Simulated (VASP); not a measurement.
Runs of VASP 6.6.1 on Rh. The structure is that of space group P6_3/mmc (No. 194), or close to it. The cells are those of the table. 

```csv
cell,gap on the mesh (eV),pressure (GPa)
"a = 2.694, b = 2.694, c = 4.380 Å, angles 90.0, 90.0, 120.0°, 2 atoms",none,(a)
"a = 2.597, b = 2.597, c = 4.230 Å, angles 90.0, 90.0, 120.0°, 2 atoms",none,42.0
"a = 2.639, b = 2.639, c = 4.294 Å, angles 90.0, 90.0, 120.0°, 2 atoms",none,21.6
"a = 2.563, b = 2.563, c = 4.176 Å, angles 90.0, 90.0, 120.0°, 2 atoms",none,62.4
```

Alike in all rows: task single point; level r2SCAN; potentials or basis VASP PAW PBE potentials, release 64 (Rh_pv); no spin polarisation; k mesh 10 × 10 × 5; cutoff (eV) 520; smearing gaussian 0.1 eV.

Problem. Estimate the missing entries.

Solution. (a) 1.2.

Caveats: the PAW data sets were made with another functional, which shifts forces and pressure a little.

A k mesh can miss the band edges, and the runs leave out spin-orbit coupling on Rh.

A gap of «none» marks levels without a gap at the run's occupations.
